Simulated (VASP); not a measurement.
Runs of VASP 6.6.1 on AlN. The structure is that of space group Pm-3m (No. 221), or close to it. The cells are those of the table. 

| task | level | cell | cutoff (eV) | gap on the mesh (eV) | pressure (GPa) | relaxed volume (Å³/atom) |
| --- | --- | --- | --- | --- | --- | --- |
| single point | PBEsol | a = 2.593 Å, 2 atoms | 520 | none | 0.0 | - |
| single point | r2SCAN+rVV10 | a = 2.582 Å, 2 atoms | 520 | none | -0.6 | - |
| relaxation of cell and atoms | r2SCAN+rVV10 | relaxed from a = 2.593 Å, 2 atoms | 600 | none | 0.0 | (a) |
| relaxation of cell and atoms | PBEsol | relaxed from a = 2.337 Å, 2 atoms | 600 | none | 0.1 | 8.71 |

Alike in all rows: potentials or basis VASP PAW PBE potentials, release 64 (Al, N); no spin polarisation; k mesh 8 × 8 × 8; smearing fermi-dirac 0.03 eV.

Estimate the missing entries.

(a) 8.59.

Caveats: the PAW data sets were made with another functional, which shifts forces and pressure a little; the volume moved by over 15 % at a fixed basis, so the end points are rough (some runs).

A gap of «none» marks levels without a gap at the run's occupations.
